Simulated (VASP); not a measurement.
ZrB, 2 atoms in the cell. It takes space group Fm-3m (No. 225, cubic). Conventional cell: a = 4.650 Å, b = 4.650 Å, c = 4.650 Å, α = 90.00°, β = 90.00°, γ = 90.00°. Within 3.1 Å of Zr (site symmetry m-3m) lie 6 B at 2.33 Å. Within 3.1 Å of B (site symmetry m-3m) lie 6 Zr at 2.33 Å. 

| Item | Value |
| --- | --- |
| Program | VASP 6.6.1 |
| Task | relaxation of cell and atoms |
| Functional | LDA |
| Potentials or basis | VASP PAW LDA potentials, release 64 (Zr_sv, B) |
| Cutoff | 600 eV |
| k mesh | 10 × 10 × 10 |
| Occupations | fermi-dirac, width 0.05 eV |
| Spin | no spin polarisation |
| Hubbard terms | Zr d U = 8.0 eV |
| Dipole correction | no |
| Further INCAR settings | ALGO = Normal; EDIFF = 1e-06; IBRION = 2; EDIFFG = -0.01; NSW = 60; ISIF = 3 |

Potentials or basis: VASP PAW LDA potentials, release 64 (Zr_sv, B).

Run with:

```sh
$ cat potpaw_LDA.64/Zr_sv/POTCAR potpaw_LDA.64/B/POTCAR > POTCAR
$ mpirun -np 1 vasp_std > vasp.out
```

Hardware: 1 thread of Intel Xeon 8259CL, on a shared host.

Problem. Estimate the wall time of this run.

Solution. Run time: 2.8 min on 1 thread of Intel Xeon 8259CL, on a shared host, peak memory 0.16 GiB. Counts: scf iterations 80, k points 47, ion steps 20.
